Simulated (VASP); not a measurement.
# Nb (Fm-3m) in VASP: notebook, part 2 of 2

VASP 6.6.1. Earlier steps stand in the parts before.

## Step 3: Single point, PBEsol

This run uses another cell than the first one, of 17.62 Å³/atom.

File INCAR:

```
PREC = Accurate
ENCUT = 500
EDIFF = 1E-6
ISMEAR = 0
SIGMA = 0.05
LREAL = F
LASPH = T
NELM = 120
ALGO = Normal
ISIF = 2
LWAVE = F
LCHARG = F
GGA = PS
NBANDS = 12
GGA_COMPAT = F
```

File KPOINTS:

```
Automatic mesh
0
Gamma
  7 7 7
```

File POSCAR:

```
Nb
1.0
    0.0000000000      2.0652617881      2.0652617881
    2.0652617881      0.0000000000      2.0652617881
    2.0652617881      2.0652617881      0.0000000000
Nb
1
Direct
    0.0000000000      0.0000000000      0.0000000000
```

Potentials or basis: VASP PAW PBE potentials, release 64 (Nb_sv).

Run with:

```bash
$ cat potpaw_PBE.64/Nb_sv/POTCAR > POTCAR
$ mpirun -np 1 vasp_std > vasp.out
```

OUTCAR:

```text
PREC = Accurate
   ENCUT = 500
   EDIFF = 1E-6
   ISMEAR = 0
   LREAL = F
   LASPH = T
   NELM = 120
   ISIF = 2
   GGA = PS

 ion  position               nearest neighbor table
   1  0.000  0.000  0.000-

  LATTYP: Found a face centered cubic cell.
 ALAT       =     4.1305235762

  Lattice vectors:

 A1 = (   0.0000000000,   2.0652617881,   2.0652617881)
 A2 = (   2.0652617881,   0.0000000000,   2.0652617881)
[... 473 lines left out ...]
     10      21.1410      0.00000
     11      22.6764      0.00000
     12      24.6489      0.00000

------------------------ aborting loop because EDIFF is reached ----------------------------------------

  FORCE on cell =-STRESS in cart. coord.  units (eV):
  Direction    XX          YY          ZZ          XY          YZ          ZX
  --------------------------------------------------------------------------------------
  -------------------------------------------------------------------------------------
  Total        0.4828298      0.4828298      0.4828298      0.0000000     -0.0000000      0.0000000
  in kB       43.9085698     43.9085698     43.9085698      0.0000000     -0.0000000      0.0000000
  external PRESSURE =      43.9085698 kB  Pullay stress =       0.0000000 kB

 VOLUME and BASIS-vectors are now :
 -----------------------------------------------------------------------------
  energy-cutoff  :      500.00
  volume of cell :       17.62
      direct lattice vectors                 reciprocal lattice vectors
     0.000000000  2.065261788  2.065261788    -0.242100059  0.242100059  0.242100059
     2.065261788  0.000000000  2.065261788     0.242100059 -0.242100059  0.242100059
     2.065261788  2.065261788  0.000000000     0.242100059  0.242100059 -0.242100059

 POSITION                                       TOTAL-FORCE (eV/Angst)
 -----------------------------------------------------------------------------------
      0.00000      0.00000      0.00000         0.000000      0.000000      0.000000
 -----------------------------------------------------------------------------------
    total drift:                                0.000000      0.000000      0.000000

  FREE ENERGIE OF THE ION-ELECTRON SYSTEM (eV)
  ---------------------------------------------------
  free  energy   TOTEN  =       -10.6308279167 eV

  energy  without entropy=      -10.6291592422  energy(sigma->0) =      -10.62999358
```

stdout:

```text
POSCAR found type information on POSCAR Nb
 POSCAR found :  1 types and       1 ions
 scaLAPACK will be used
 -----------------------------------------------------------------------------
|                                                                             |
|                                                                             |
|     You enforced a specific xc type in the INCAR file but a different       |
|     I HOPE YOU KNOW WHAT YOU ARE DOING!                                     |
|                                                                             |
 -----------------------------------------------------------------------------

 LDA part: xc-table for (Slater+PW92), standard interpolation
 POSCAR, INCAR and KPOINTS ok, starting setup
 FFT: planning ... GRIDC
 FFT: planning ... GRID_SOFT
 FFT: planning ... GRID
 WAVECAR not read
 entering main loop
```

Wall time 4.2 s (1 thread of Intel Xeon Platinum 8259CL at 2.50GHz (Skylake/Cascade Lake), shared host); peak memory 0.13 GiB.

What came out:

* Free energy: -10.6308 eV
* Pressure: 4.4 GPa
* Band gap on the k mesh: zero (an odd number of electrons rules out a gap without spin polarisation)

Caveat: the k points lie up to 0.38 Å⁻¹ apart, too coarse for converged energies and pressures of a metal; the PAW data sets were made with another functional, which shifts forces and pressure a little.

## Step 4: Single point, PBEsol

This run uses another cell than the first one, of 17.22 Å³/atom.

File INCAR:

```
SYSTEM = Nb
PREC = Accurate ; ENCUT = 500
EDIFF = 1E-6 ; ISMEAR = 0
SIGMA = 0.05 ; LREAL = .False.
LASPH = .True. ; NELM = 120
ALGO = Normal ; ISIF = 2
LWAVE = .False. ; LCHARG = .True.
GGA = PS ; LELF = .True.
LVHAR = .True. ; NBANDS = 12
GGA_COMPAT = .False.
```

File KPOINTS:

```
regular mesh
0
Gamma
  7 7 7
  0 0 0
```

File POSCAR:

```
Nb
1.0
    0.0000000000      2.0494095540      2.0494095540
    2.0494095540      0.0000000000      2.0494095540
    2.0494095540      2.0494095540      0.0000000000
Nb
1
Direct
    0.0000000000      0.0000000000      0.0000000000
```

Potentials or basis: VASP PAW PBE potentials, release 64 (Nb_sv).

Run with:

```bash
$ cat potpaw_PBE.64/Nb_sv/POTCAR > POTCAR
$ mpirun -np 1 vasp_std > vasp.out
```

OUTCAR:

```text
SYSTEM = Nb
   PREC = Accurate
   ENCUT = 500
   EDIFF = 1E-6
   ISMEAR = 0
   LREAL = .False.
   LASPH = .True.
   NELM = 120
   ISIF = 2
   GGA = PS

 ion  position               nearest neighbor table
   1  0.000  0.000  0.000-

  LATTYP: Found a face centered cubic cell.
 ALAT       =     4.0988191080

  Lattice vectors:

 A1 = (   0.0000000000,   2.0494095540,   2.0494095540)
 A2 = (   2.0494095540,   0.0000000000,   2.0494095540)
 A3 = (   2.0494095540,   2.0494095540,   0.0000000000)

[... 473 lines left out ...]
     12      25.3108      0.00000

------------------------ aborting loop because EDIFF is reached ----------------------------------------

  FORCE on cell =-STRESS in cart. coord.  units (eV):
  Direction    XX          YY          ZZ          XY          YZ          ZX
  --------------------------------------------------------------------------------------
  -------------------------------------------------------------------------------------
  Total        1.0031052      1.0031052      1.0031052     -0.0000000      0.0000000     -0.0000000
  in kB       93.3556890     93.3556890     93.3556890     -0.0000000      0.0000000     -0.0000000
  external PRESSURE =      93.3556890 kB  Pullay stress =       0.0000000 kB

 VOLUME and BASIS-vectors are now :
 -----------------------------------------------------------------------------
  energy-cutoff  :      500.00
  volume of cell :       17.22
      direct lattice vectors                 reciprocal lattice vectors
     0.000000000  2.049409554  2.049409554    -0.243972709  0.243972709  0.243972709
     2.049409554  0.000000000  2.049409554     0.243972709 -0.243972709  0.243972709
     2.049409554  2.049409554  0.000000000     0.243972709  0.243972709 -0.243972709

 POSITION                                       TOTAL-FORCE (eV/Angst)
 -----------------------------------------------------------------------------------
      0.00000      0.00000      0.00000         0.000000      0.000000      0.000000
 -----------------------------------------------------------------------------------
    total drift:                                0.000000      0.000000     -0.000000

  FREE ENERGIE OF THE ION-ELECTRON SYSTEM (eV)
  ---------------------------------------------------
  free  energy   TOTEN  =       -10.6130552968 eV

  energy  without entropy=      -10.6114946951  energy(sigma->0) =      -10.61227500
```

Run time: 4.5 s. Hardware: 1 thread of Intel Xeon Platinum 8259CL at 2.50GHz (Skylake/Cascade Lake), shared host; peak memory 0.13 GiB.

What came out:

* Free energy: -10.6131 eV
* Pressure: 9.3 GPa
* Band gap on the k mesh: zero (an odd number of electrons rules out a gap without spin polarisation)

Caveat: the k points lie up to 0.38 Å⁻¹ apart, too coarse for converged energies and pressures of a metal; the PAW data sets were made with another functional, which shifts forces and pressure a little.

## Step 5: Single point, PBEsol

This run uses another cell than the first one, of 16.49 Å³/atom.

File INCAR:

```
SYSTEM = Nb
PREC = Accurate
ENCUT = 500
EDIFF = 1E-6
ISMEAR = 0
SIGMA = 0.05
LREAL = .FALSE.
LASPH = .TRUE.
NELM = 120
ALGO = Normal
ISIF = 2
LWAVE = .FALSE.
LCHARG = .FALSE.
GGA = PS
NBANDS = 12
GGA_COMPAT = .FALSE.
```

File KPOINTS:

```
regular mesh
0
G
  7 7 7
  0 0 0
```

File POSCAR:

```
Nb
1.0
    0.0000000000      2.0201644769      2.0201644769
    2.0201644769      0.0000000000      2.0201644769
    2.0201644769      2.0201644769      0.0000000000
Nb
1
Direct
    0.0000000000      0.0000000000      0.0000000000
```

Run with:

```bash
$ cat potpaw_PBE.64/Nb_sv/POTCAR > POTCAR
$ mpirun -np 1 vasp_std > vasp.out
```

Wall time 4.4 s (1 thread of Intel Xeon Platinum 8259CL at 2.50GHz (Skylake/Cascade Lake), shared host); peak memory 0.13 GiB.

The run converged. Its results:

| Quantity | Value |
| --- | --- |
| Free energy | -10.5474 eV |
| Pressure | 19.3 GPa |
| Band gap on the k mesh | zero (an odd number of electrons rules out a gap without spin polarisation) |

Levels at points of the mesh, in eV from the Fermi level:
| k point | band 3 | band 4 | band 5 | band 6 | band 7 | band 8 | band 9 | band 10 |
| --- | --- | --- | --- | --- | --- | --- | --- | --- |
| (0.00, 0.00, 0.00) | -29.84 | -29.84 | -6.66 | -0.15 | -0.15 | -0.15 | 2.95 | 2.95 |

Caveat: the k points lie up to 0.38 Å⁻¹ apart, too coarse for converged energies and pressures of a metal; the PAW data sets were made with another functional, which shifts forces and pressure a little.

## Step 6: Summary

```csv
cell,gap on the mesh (eV),pressure (GPa)
"a = 2.946 Å, angles 60.0°, 1 atom",none,-0.5
"a = 2.921 Å, angles 60.0°, 1 atom",none,4.4
"a = 2.898 Å, angles 60.0°, 1 atom",none,9.3
"a = 2.857 Å, angles 60.0°, 1 atom",none,19.3
```

Alike in all rows: task single point; level PBEsol; potentials or basis VASP PAW PBE potentials, release 64 (Nb_sv); no spin polarisation; k mesh 7 × 7 × 7; cutoff (eV) 500; smearing gaussian 0.05 eV.

Caveats: all runs use coarse meshes; the PAW data sets were made with another functional, which shifts forces and pressure a little.

Absolute energies hang on the potentials; compare differences alone.
